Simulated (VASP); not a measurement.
# CuAu (P4/mmm) in VASP: electric field gradients with PBE

Aim: the electric field gradients of CuAu with PBE.

All numbers are computed with VASP 6.6.1; they aren't measurements. Logs are shortened: lines on timing, memory, paths and dates and some standing lists are left out, and cuts for length are marked.

## Step 1: The cell of the first run

It takes space group P4/mmm (No. 123, tetragonal). Conventional cell: a = 2.800 Å, b = 2.800 Å, c = 3.670 Å, α = 90.00°, β = 90.00°, γ = 90.00°. Within 3.7 Å of Cu (site symmetry 4/mmm) lie 8 Au at 2.70 Å and 6 Cu at 2.80 to 3.67 Å. Au (site symmetry 4/mmm) has 8 Cu at 2.70 Å and 6 Au at 2.80 to 3.67 Å within 3.7 Å.

## Step 2: Electric field gradients, PBE

The input, INCAR:

```
PREC     = Accurate       # precision mode
ENCUT    = 610            # plane-wave cutoff, eV
EDIFF    = 1E-8           # SCF threshold, eV
ISMEAR   = -1             # smearing method
SIGMA    = 0.05           # smearing width, eV
LREAL    = False          # projectors in reciprocal space
LASPH    = True           # aspherical terms in the spheres
NELM     = 120            # most SCF steps
ALGO     = Normal         # electronic algorithm
ISIF     = 2              # what is computed and relaxed
LWAVE    = False          # write WAVECAR
LCHARG   = False          # write CHGCAR
GGA      = PE             # functional
LEFG     = True         
NBANDS   = 26             # bands
GGA_COMPAT= False
```

The input, KPOINTS:

```
regular mesh
0
Gamma
  6 6 5
```

The input, POSCAR:

```
CuAu
1.0
    2.8000000000      0.0000000000      0.0000000000
    0.0000000000      2.8000000000      0.0000000000
    0.0000000000      0.0000000000      3.6700000000
Cu Au
1 1
Direct
    0.5000000000      0.5000000000      0.5000000000
    0.0000000000      0.0000000000      0.0000000000
```

Potentials or basis: VASP PAW PBE potentials, release 64 (Cu_sv_GW, Au_sv_GW).

The run is started by

```sh
$ cat potpaw_PBE.64/Cu_sv_GW/POTCAR potpaw_PBE.64/Au_sv_GW/POTCAR > POTCAR
$ mpirun -np 1 vasp_std > vasp.out
```

OUTCAR:

```text
PREC = Accurate
   ENCUT = 610
   EDIFF = 1E-8
   ISMEAR = -1
   LREAL = False
   LASPH = True
   NELM = 120
   ISIF = 2
   GGA = PE

 ion  position               nearest neighbor table
   1  0.500  0.500  0.500-   2 2.70   2 2.70   2 2.70   2 2.70   2 2.70   2 2.70   2 2.70   2 2.70

   2  0.000  0.000  0.000-   1 2.70   1 2.70   1 2.70   1 2.70   1 2.70   1 2.70   1 2.70   1 2.70

  LATTYP: Found a simple tetragonal cell.
 ALAT       =     2.8000000000
 C/A-ratio  =     1.3107142857

  Lattice vectors:

 A1 = (   2.8000000000,   0.0000000000,   0.0000000000)
 A2 = (   0.0000000000,   2.8000000000,   0.0000000000)
 A3 = (   0.0000000000,   0.0000000000,   3.6700000000)

Analysis of symmetry for initial positions (statically):
=====================================================================
 Subroutine PRICEL returns:
 Original cell was already a primitive cell.

 Routine SETGRP: Setting up the symmetry group for a
 simple tetragonal supercell.

 Subroutine GETGRP returns: Found 16 space group operations
 (whereof 16 operations were pure point group operations)
 out of a pool of 16 trial point group operations.

The static configuration has the point symmetry D_4h.

Analysis of symmetry for dynamics (positions and initial velocities):
=====================================================================
 Subroutine PRICEL returns:
 Original cell was already a primitive cell.

 Routine SETGRP: Setting up the symmetry group for a
 simple tetragonal supercell.

 Subroutine GETGRP returns: Found 16 space group operations
 (whereof 16 operations were pure point group operations)
 out of a pool of 16 trial point group operations.

The dynamic configuration has the point symmetry D_4h.

 Subroutine INISYM returns: Found 16 space group operations
 (whereof 16 operations are pure point group operations),
 and found     1 'primitive' translations

----------------------------------------------------------------------------------------

                                     Primitive cell

  volume of cell :      28.7728

  direct lattice vectors                    reciprocal lattice vectors
     2.800000000  0.000000000  0.000000000     0.357142857  0.000000000  0.000000000
     0.000000000  2.800000000  0.000000000     0.000000000  0.357142857  0.000000000
     0.000000000  0.000000000  3.670000000     0.000000000  0.000000000  0.272479564

  length of vectors
     2.800000000  2.800000000  3.670000000     0.357142857  0.357142857  0.272479564

  position of ions in fractional coordinates (direct lattice)
     0.500000000  0.500000000  0.500000000
     0.000000000  0.000000000  0.000000000

  ion indices of the primitive-cell ions
   primitive index   ion index
                 1           1
                 2           2

----------------------------------------------------------------------------------------

 KPOINTS: regular mesh

Automatic generation of k-mesh.
 Grid dimensions read from file:
 generate k-points for:    6    6    5

 Generating k-lattice:

  Cartesian coordinates                     Fractional coordinates (reciprocal lattice)
     0.059523810  0.000000000  0.000000000     0.166666667  0.000000000  0.000000000
     0.000000000  0.059523810  0.000000000     0.000000000  0.166666667  0.000000000
     0.000000000  0.000000000  0.054495913     0.000000000  0.000000000  0.200000000

  Length of vectors
     0.059523810  0.059523810  0.054495913

  Shift w.r.t. Gamma in fractional coordinates (k-lattice)
     0.000000000  0.000000000  0.000000000

 Subroutine IBZKPT returns following result:
 ===========================================

 Found     30 irreducible k-points:

 Following reciprocal coordinates:
            Coordinates               Weight
  0.000000  0.000000  0.000000      1.000000
  0.166667  0.000000  0.000000      4.000000
  0.333333  0.000000  0.000000      4.000000
  0.500000  0.000000  0.000000      2.000000
  0.166667  0.166667  0.000000      4.000000
  0.333333  0.166667  0.000000      8.000000
[... 16 lines left out ...]
  0.333333  0.000000  0.400000      8.000000
  0.500000  0.000000  0.400000      4.000000
 [... further k-points ...]
   k-points           NKPTS =     30   k-points in BZ     NKDIM =     30   number of bands    NBANDS=     26
   number of dos      NEDOS =    301   number of ions     NIONS =      2
   total plane-waves  NPLWV =  17280
   dimension x,y,z NGX =    24 NGY =   24 NGZ =   30
   dimension x,y,z NGXF=    48 NGYF=   48 NGZF=   60
   ions per type =               1   1
   NGX,Y,Z   is equivalent  to a cutoff of  14.25, 14.25, 13.59 a.u.
   NGXF,Y,Z  is equivalent  to a cutoff of  28.50, 28.50, 27.18 a.u.
 SYSTEM =  unknown system
   PREC   = accura    normal or accurate (medium, high low for compatibility)
   ISTART =      0    job   : 0-new  1-cont  2-samecut
   ICHARG =      2    charge: 1-file 2-atom 10-const
   ISPIN  =      1    spin polarized calculation?
   LNONCOLLINEAR =      F non collinear calculations
   LSORBIT =      F    spin-orbit coupling
   LASPH  =      T    aspherical Exc in radial PAW
   ENCUT  =  610.0 eV  44.83 Ry    6.70 a.u.   5.64  5.64  7.39*2*pi/ulx,y,z
   NELM   =    120;   NELMIN=  2; NELMDL= -5     # of ELM steps
   EDIFF  = 0.1E-07   stopping-criterion for ELM
   LREAL  =      F    real-space projection
   EDIFFG = 0.1E-06   stopping-criterion for IOM
   NSW    =      0    number of steps for IOM
   IBRION =     -1    ionic relax: 0-MD 1-quasi-New 2-CG
   NFREE  =      0    steps in history (QN), initial steepest desc. (CG)
   ISIF   =      2    stress and relaxation
   ISYM   =      2    0-nonsym 1-usesym 2-fastsym
   POTIM  = 0.5000    time-step for ionic-motion
   TEBEG  =    0.0;   TEEND  =   0.0 temperature during run
   PSTRESS=    0.0 pullay stress
   NELECT =      38.0000    total number of electrons
   NUPDOWN=      -1.0000    fix difference up-down
   EMIN   =  10.00;   EMAX   =-10.00  energy-range for DOS
   EFERMI =   0.00;   METHOD = LEGACY
   ISMEAR =    -1;   SIGMA  =   0.05  broadening in eV -4-tet -1-fermi 0-gaus
   EFERMI_NEDOS =   21; number of points for ismear=-14 and -15
   IALGO  =     38    algorithm
   IMIX   =      4    mixing-type and parameters
     AMIX     =   0.40;   BMIX     =  1.00
     AMIX_MAG =   1.60;   BMIX_MAG =  1.00
  volume/ion in A,a.u.               =      14.39        97.08
  Fermi-wavevector in a.u.,A,eV,Ry     =   1.796147  3.394227 43.894377  3.226146
  Thomas-Fermi vector in A             =   2.857754
   LORBIT       =      0    0 simple, 1 ext, 2 COOP (PROOUT), +10 PAW based schemes
   GGA     = PE    functional components
   LHFCALC =     F    Hartree Fock is set to
   AEXX    =    0.0000 exact exchange contribution
   IVDW    =     0    specifies the selected vdW correction
   LEPSILON=     F    determine dielectric tensor
   LRPA    =     F    only Hartree local field effects (RPA)
 non-spin polarized calculation
  energy-cutoff  :      610.00
  volume of cell :       28.77
 maximum number of plane-waves:      1007
 NGX is ok and might be reduce to    24
   NGX = 11   NGY = 11   NGZ = 15

 number of electron      38.0000020 magnetization

 Free energy of the ion-electron system (eV)
  ---------------------------------------------------
  ext. energy  EPLUGINS =         0.00000000
  ---------------------------------------------------
  free energy    TOTEN  =        -6.43482192 eV

  energy without entropy =       -6.43030130  energy(sigma->0) =       -6.43256161

 E-fermi :   8.4997     XC(G=0): -13.3409

 val. band max:        8.4871692725   @ k =   0.5000   0.1667   0.0000
 cond. band min:       8.5546782257   @ k =   0.5000   0.3333   0.0000
 fundamental gap:      0.0675089531
 Fermi energy:         8.4996718052

 k-point     1 :       0.0000    0.0000    0.0000
  band No.  band energies     occupation
      1    -103.7563      2.00000
      2     -97.6229      2.00000
      3     -61.1665      2.00000
      4     -61.1556      2.00000
      5     -61.1556      2.00000
      6     -48.9008      2.00000
[... 18 lines left out ...]
     25      25.4673      0.00000
     26      25.9238      0.00000

 k-point     2 :       0.1667    0.0000    0.0000
  band No.  band energies     occupation
      1    -103.7556      2.00000
      2     -97.6213      2.00000
      3     -61.1658      2.00000
      4     -61.1600      2.00000
      5     -61.1552      2.00000
      6     -48.9012      2.00000
[... 18 lines left out ...]
     25      25.8779      0.00000
[... 608 lines left out ...]
     25      25.5594      0.00000
     26      26.6654      0.00000

 k-point    24 :       0.5000    0.0000    0.4000
  band No.  band energies     occupation
      1    -103.7548      2.00000
      2     -97.6165      2.00000
      3     -61.1747      2.00000
      4     -61.1647      2.00000
      5     -61.1540      2.00000
      6     -49.0227      2.00000
[... 18 lines left out ...]
     25      25.0364      0.00000
     26      26.6768      0.00000

 [... further k-points ...]
[... 5 lines left out ...]
  --------------------------------------------------------------------------------------
  -------------------------------------------------------------------------------------
  Total        0.9588076      0.9588076      0.7981766      0.0000000      0.0000000      0.0000000
  in kB       53.3899980     53.3899980     44.4454627      0.0000000      0.0000000      0.0000000
  external PRESSURE =      50.4084862 kB  Pullay stress =       0.0000000 kB

 VOLUME and BASIS-vectors are now :
 -----------------------------------------------------------------------------
  energy-cutoff  :      610.00
  volume of cell :       28.77
      direct lattice vectors                 reciprocal lattice vectors
     2.800000000  0.000000000  0.000000000     0.357142857  0.000000000  0.000000000
     0.000000000  2.800000000  0.000000000     0.000000000  0.357142857  0.000000000
     0.000000000  0.000000000  3.670000000     0.000000000  0.000000000  0.272479564

 POSITION                                       TOTAL-FORCE (eV/Angst)
 -----------------------------------------------------------------------------------
      1.40000      1.40000      1.83500         0.000000      0.000000      0.000000
      0.00000      0.00000      0.00000         0.000000      0.000000      0.000000
 -----------------------------------------------------------------------------------
    total drift:                                0.000000      0.000000     -0.000000

  FREE ENERGIE OF THE ION-ELECTRON SYSTEM (eV)
  ---------------------------------------------------
  free  energy   TOTEN  =        -6.4348219201 eV

  energy  without entropy=       -6.4303013038  energy(sigma->0) =       -6.43256161

 Electric field gradients (V/A^2)
---------------------------------------------------------------------
 ion       V_xx      V_yy      V_zz      V_xy      V_xz      V_yz
---------------------------------------------------------------------
   1       6.681     6.681   -13.362    -0.000    -0.000     0.000
   2     -20.787   -20.787    41.573     0.000    -0.000     0.000
---------------------------------------------------------------------

 Electric field gradients after diagonalization (V/A^2)
 (convention: |V_zz| > |V_xx| > |V_yy|)
----------------------------------------------------------------------
 ion       V_xx      V_yy      V_zz     asymmetry (V_yy - V_xx)/ V_zz
----------------------------------------------------------------------
   1       6.681     6.681   -13.362       0.000
   2     -20.787   -20.787    41.573       0.000
----------------------------------------------------------------------

           NMR quadrupolar parameters

 Cq : quadrupolar parameter    Cq=e*Q*V_zz/h
 eta: asymmetry parameters     (V_yy - V_xx)/ V_zz
 Q  : nuclear electric quadrupole moment in mb (millibarn)
----------------------------------------------------------------------
 ion       Cq(MHz)       eta       Q (mb)
----------------------------------------------------------------------
   1      -0.032       0.000       1.000
   2       0.101       0.000       1.000
----------------------------------------------------------------------
```

Run time: 18 s. Hardware: 1 thread of Intel Xeon 6975P-C (Granite Rapids), shared host; peak memory 0.17 GiB.

Results:

* Free energy: -6.4348 eV
* Pressure: 5.0 GPa
* Band gap on the k mesh: zero (bands 19 and 20 overlap by 6.62 eV)
* Largest electric field gradient by atom: Cu -13.4; Au +41.6 V/Å²

Levels at points of the mesh, in eV from the Fermi level:
```
           k point  band 16  band 17  band 18  band 19  band 20  band 21  band 22  band 23
(0.00, 0.00, 0.00)    -2.12    -1.67    -1.44    -1.44     2.10     8.15    10.09    10.09
(0.50, 0.00, 0.00)    -2.97    -2.39    -2.17    -0.83    -0.13     9.49     9.61    11.45
(0.50, 0.50, 0.00)    -1.60    -1.34    -1.34     0.64     0.64     5.25     6.93    10.12
```

Electric field gradients, principal values (V/Å²):
```
atom    least   middle  greatest (by size)
1 Cu    6.681    6.681             -13.362
2 Au  -20.787  -20.787              41.573
```

Caveat: the k points lie up to 0.37 Å⁻¹ apart, too coarse for converged energies and pressures of a metal; without QUAD_EFG the Cq values of the log hold for a quadrupole moment of 1 mb, not for the nuclei; spin-orbit coupling is left out, which moves the levels of the heavy elements.

The gap in the log of VASP goes by the Fermi energy; the results here count the filled bands.